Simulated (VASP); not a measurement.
Runs of VASP 6.6.1 on Be. The structure is that of space group Fd-3m (No. 227), or close to it. The cells are those of the table. 

```csv
cell,k mesh,gap on the mesh (eV),pressure (GPa)
"a = 3.444 Å, angles 60.0°, 2 atoms",12 × 12 × 12,none,1.8
"a = 3.491 Å, angles 60.0°, 2 atoms",18 × 18 × 18,none,0.0
"a = 3.582 Å, angles 60.0°, 2 atoms",12 × 12 × 12,none,-2.8
"a = 3.491 Å, angles 60.0°, 2 atoms",12 × 12 × 12,none,0.0
"a = 3.345 Å, angles 60.0°, 2 atoms",12 × 12 × 12,none,(b)
"a = 3.537 Å, angles 60.0°, 2 atoms",12 × 12 × 12,none,(a)
"a = 3.625 Å, angles 60.0°, 2 atoms",12 × 12 × 12,none,-3.9
"a = 3.395 Å, angles 60.0°, 2 atoms",12 × 12 × 12,none,4.0
```

Alike in all rows: task single point; level revPBE; potentials or basis VASP PAW PBE potentials, release 64 (Be); no spin polarisation; cutoff (eV) 520; smearing fermi-dirac 0.1 eV.

Task: Estimate the missing entries.

Result: (a) -1.5; (b) 6.6.

Caveats: the PAW data sets were made with another functional, which shifts forces and pressure a little.

A gap of «none» marks levels without a gap at the run's occupations.
